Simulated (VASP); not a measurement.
# RuPt2 (P6/mmm) in VASP: further runs, part 3 of 3

VASP 6.6.1.

**6. Relaxation of cell and atoms, PBE**

This run uses another cell than the first one, of 15.30 Å³/atom, 1.092 times its volume.

INCAR reads:

```
SYSTEM = RuPt2
PREC     = Accurate       ! precision mode
ENCUT    = 600            ! plane-wave cutoff, eV
EDIFF    = 1E-7           ! SCF threshold, eV
ISMEAR   = 0              ! smearing method
SIGMA    = 0.1            ! smearing width, eV
LREAL    = .FALSE.        ! projectors in reciprocal space
LASPH    = .TRUE.         ! aspherical terms in the spheres
NELM     = 60             ! most SCF steps
ALGO     = Normal         ! electronic algorithm
ISIF     = 3              ! what is computed and relaxed
LWAVE    = .FALSE.        ! write WAVECAR
LCHARG   = .FALSE.        ! write CHGCAR
GGA      = PE             ! functional
IBRION   = 2              ! ionic algorithm
NSW      = 90             ! ionic steps
EDIFFG   = -0.04          ! ionic threshold
```

KPOINTS reads:

```
regular mesh
0
G
  6 6 6
  0 0 0
```

POSCAR reads:

```
RuPt2
1.0
    4.4999554504      0.0000000000      0.0000000000
   -2.2499777252      3.8970757360      0.0000000000
    0.0000000000      0.0000000000      2.6178368146
Ru Pt
1 2
Direct
    0.0000000000      0.0000000000      0.0000000000
    0.3333333333      0.6666666667      0.5000000000
    0.6666666667      0.3333333333      0.5000000000
```

Potentials or basis: VASP PAW PBE potentials, release 64 (Ru_pv, Pt).

The run is started by

```sh
$ cat potpaw_PBE.64/Ru_pv/POTCAR potpaw_PBE.64/Pt/POTCAR > POTCAR
$ mpirun -np 1 vasp_std > vasp.out
```

OUTCAR:

```text
SYSTEM = RuPt2
   PREC = Accurate
   ENCUT = 600
   EDIFF = 1E-7
   ISMEAR = 0
   LREAL = .FALSE.
   LASPH = .TRUE.
   NELM = 60
   ISIF = 3
   GGA = PE
   IBRION = 2
   NSW = 90
   EDIFFG = -0.04

 ion  position               nearest neighbor table
   1  0.000  0.000  0.000-   2 2.91   3 2.91   2 2.91   3 2.91   3 2.91   3 2.91   2 2.91   2 2.91
                             3 2.91   3 2.91   2 2.91   2 2.91
   2  0.333  0.667  0.500-   3 2.60   3 2.60   3 2.60   1 2.91   1 2.91   1 2.91   1 2.91   1 2.91
                             1 2.91
   3  0.667  0.333  0.500-   2 2.60   2 2.60   2 2.60   1 2.91   1 2.91   1 2.91   1 2.91   1 2.91
                             1 2.91

  LATTYP: Found a hexagonal cell.
 ALAT       =     4.4999554504
 C/A-ratio  =     0.5817472736

  Lattice vectors:

 A1 = (   4.4999554504,   0.0000000000,   0.0000000000)
 A2 = (  -2.2499777252,   3.8970757360,   0.0000000000)
 A3 = (   0.0000000000,   0.0000000000,   2.6178368146)

Analysis of symmetry for initial positions (statically):
=====================================================================
 Subroutine PRICEL returns:
 Original cell was already a primitive cell.

 Routine SETGRP: Setting up the symmetry group for a
 hexagonal supercell.

 Subroutine GETGRP returns: Found 24 space group operations
 (whereof 24 operations were pure point group operations)
 out of a pool of 24 trial point group operations.

The static configuration has the point symmetry D_6h.

Analysis of symmetry for dynamics (positions and initial velocities):
=====================================================================
 Subroutine PRICEL returns:
 Original cell was already a primitive cell.

 Routine SETGRP: Setting up the symmetry group for a
 hexagonal supercell.

 Subroutine GETGRP returns: Found 24 space group operations
 (whereof 24 operations were pure point group operations)
 out of a pool of 24 trial point group operations.

The dynamic configuration has the point symmetry D_6h.

[... 129 lines left out ...]
   LEPSILON=     F    determine dielectric tensor
   LRPA    =     F    only Hartree local field effects (RPA)
 conjugate gradient relaxation of ions
 non-spin polarized calculation
 Gauss-broadening in eV      SIGMA  =   0.10
  energy-cutoff  :      600.00
  volume of cell :       45.91
 maximum number of plane-waves:      1545
 NGX is ok and might be reduce to    36
   NGX = 17   NGY = 17   NGZ = 11

--------------------------------------- Ionic step        1  -------------------------------------------

 number of electron      34.0000008 magnetization

 Free energy of the ion-electron system (eV)
  ---------------------------------------------------
  ext. energy  EPLUGINS =         0.00000000
  ---------------------------------------------------
  free energy    TOTEN  =       -20.65193789 eV

  energy without entropy =      -20.62099944  energy(sigma->0) =      -20.63646867

------------------------ aborting loop because EDIFF is reached ----------------------------------------

  FORCE on cell =-STRESS in cart. coord.  units (eV):
  Direction    XX          YY          ZZ          XY          YZ          ZX
  --------------------------------------------------------------------------------------
  -------------------------------------------------------------------------------------
  Total       -0.9896411     -0.9896411      3.3558755      0.0000000     -0.0000000     -0.0000000
  in kB      -34.5381175    -34.5381175    117.1188486      0.0000000     -0.0000000     -0.0000000
  external PRESSURE =      16.0142045 kB  Pullay stress =       0.0000000 kB
[... 172 lines left out ...]
--------------------------------------- Ionic step        6  -------------------------------------------

 number of electron      33.9999999 magnetization

 Free energy of the ion-electron system (eV)
  ---------------------------------------------------
  ext. energy  EPLUGINS =         0.00000000
  ---------------------------------------------------
  free energy    TOTEN  =       -20.69753744 eV

  energy without entropy =      -20.66665756  energy(sigma->0) =      -20.68209750

 E-fermi :  10.9844     XC(G=0): -13.3582

 val. band max:       10.9709580026   @ k =   0.1667   0.1667   0.1667
 cond. band min:      10.9940697067   @ k =   0.1667  -0.0000   0.5000
 fundamental gap:      0.0231117042
 Fermi energy:        10.9843574734

 k-point     1 :       0.0000    0.0000    0.0000
  band No.  band energies     occupation
      1     -31.9134      2.00000
      2     -31.9134      2.00000
      3     -31.6490      2.00000
      4       1.6255      2.00000
      5       4.6684      2.00000
      6       5.9607      2.00000
[... 565 lines left out ...]
     20      13.9201      0.00000
     21      17.1424      0.00000

 [... further k-points ...]

------------------------ aborting loop because EDIFF is reached ----------------------------------------

  FORCE on cell =-STRESS in cart. coord.  units (eV):
  Direction    XX          YY          ZZ          XY          YZ          ZX
  --------------------------------------------------------------------------------------
  -------------------------------------------------------------------------------------
  Total        0.0049101      0.0049101     -0.0076179     -0.0000000      0.0000000      0.0000000
  in kB        0.1705773      0.1705773     -0.2646493     -0.0000000      0.0000000      0.0000000
  external PRESSURE =       0.0255018 kB  Pullay stress =       0.0000000 kB
[... 18 lines left out ...]
  FREE ENERGIE OF THE ION-ELECTRON SYSTEM (eV)
  ---------------------------------------------------
  free  energy   TOTEN  =       -20.6975374387 eV

  energy  without entropy=      -20.6666575598  energy(sigma->0) =      -20.68209750

 reached required accuracy - stopping structural energy minimisation
```

OSZICAR:

```text
N       E                     dE             d eps       ncg     rms          rms(c)
DAV:   1     0.298366967988E+03    0.29837E+03   -0.20596E+04  1176   0.182E+03
DAV:   2    -0.126310547497E+02   -0.31100E+03   -0.30028E+03  1321   0.433E+02
DAV:   3    -0.219687482107E+02   -0.93377E+01   -0.89153E+01  1305   0.727E+01
[... 63 lines left out ...]
DAV:   5    -0.206975264557E+02   -0.87362E-04   -0.36891E-04  1301   0.160E-01    0.518E-02
DAV:   6    -0.206975364977E+02   -0.10042E-04   -0.29527E-05  1434   0.428E-02    0.111E-02
DAV:   7    -0.206975372620E+02   -0.76422E-06   -0.12680E-06  1443   0.798E-03    0.538E-03
DAV:   8    -0.206975374214E+02   -0.15948E-06   -0.12564E-07   747   0.290E-03    0.715E-04
DAV:   9    -0.206975374387E+02   -0.17259E-07   -0.17430E-08   598   0.107E-03
   6 F= -.20697537E+02 E0= -.20682097E+02  d E =-.966055E-03
```

Run time: 2.1 min. Hardware: 1 thread of AMD EPYC 9R45 (Zen 5), shared host; peak memory 0.17 GiB.

Results:

```
Free energy                            : -20.6975 eV
Relaxed volume                         : 15.37 Å³/atom
Relaxed cell                           : a = 4.459 Å, b = 4.459 Å, c = 2.679 Å, α = 90.00°, β = 90.00°, γ = 120.00°
Space group after relaxing (to 0.05 Å) : P6/mmm (No. 191)
Energy gained by relaxing              : 15.2 meV/atom
Ionic steps                            : 6
Pressure after relaxing                : 0.0 GPa
Band gap on the k mesh                 : zero (band 17 reaches 11.75 eV, above the bottom of band 18 at 10.65 eV)
```

Step by step:
```tsv
step	energy change (eV)	largest force (eV/Å)	pressure (GPa)	volume (Å³)
1	0.0000	0.0000	1.60	45.91
2	0.0123	0.0000	-3.39	46.86
3	-0.0446	0.0000	-1.29	46.35
4	-0.0446	0.0000	-1.24	46.35
5	-0.0416	0.0000	2.60	45.67
6	-0.0456	0.0000	0.00	46.12
```

Final structure:
```yaml
crystal:
  lattice:
    - [4.45882, 0.00000, 0.00000]
    - [-2.22941, 3.86145, 0.00000]
    - [0.00000, 0.00000, 2.67859]
  atoms:
    - { symbol: Ru, position: [0.00000, 0.00000, 0.00000] }
    - { symbol: Pt, position: [0.33333, 0.66667, 0.50000] }
    - { symbol: Pt, position: [0.66667, 0.33333, 0.50000] }
```

Caveat: the k points lie up to 0.39 Å⁻¹ apart in the final cell; spin-orbit coupling is left out, which moves the levels of the heavy elements.

**7. The runs side by side**

| task | cell | k mesh | cutoff (eV) | gap on the mesh (eV) | pressure (GPa) | relaxed volume (Å³/atom) |
| --- | --- | --- | --- | --- | --- | --- |
| single point | a = 3.556, b = 3.556, c = 3.840 Å, angles 90.0, 90.0, 120.0°, 3 atoms | 6 × 6 × 4 | 520 | none | 138.0 | - |
| single point | a = 4.500, b = 4.500, c = 2.618 Å, angles 90.0, 90.0, 120.0°, 3 atoms | 6 × 6 × 4 | 520 | none | -0.3 | - |
| single point | a = 4.462, b = 4.462, c = 2.680 Å, angles 90.0, 90.0, 120.0°, 3 atoms | 6 × 6 × 6 | 520 | none | -0.5 | - |
| relaxation of cell and atoms | relaxed from a = 3.556, b = 3.556, c = 3.840 Å, angles 90.0, 90.0, 120.0°, 3 atoms | 6 × 6 × 4 | 600 | none | 0.1 | 15.27 |
| relaxation of cell and atoms | relaxed from a = 4.500, b = 4.500, c = 2.618 Å, angles 90.0, 90.0, 120.0°, 3 atoms | 6 × 6 × 6 | 600 | none | 0.0 | 15.37 |

Alike in all rows: level PBE; potentials or basis VASP PAW PBE potentials, release 64 (Ru_pv, Pt); no spin polarisation; smearing gaussian 0.1 eV.

Caveats: all runs use coarse meshes; spin-orbit coupling is left out, which moves the levels of the heavy elements.

Absolute energies hang on the potentials; compare differences alone.
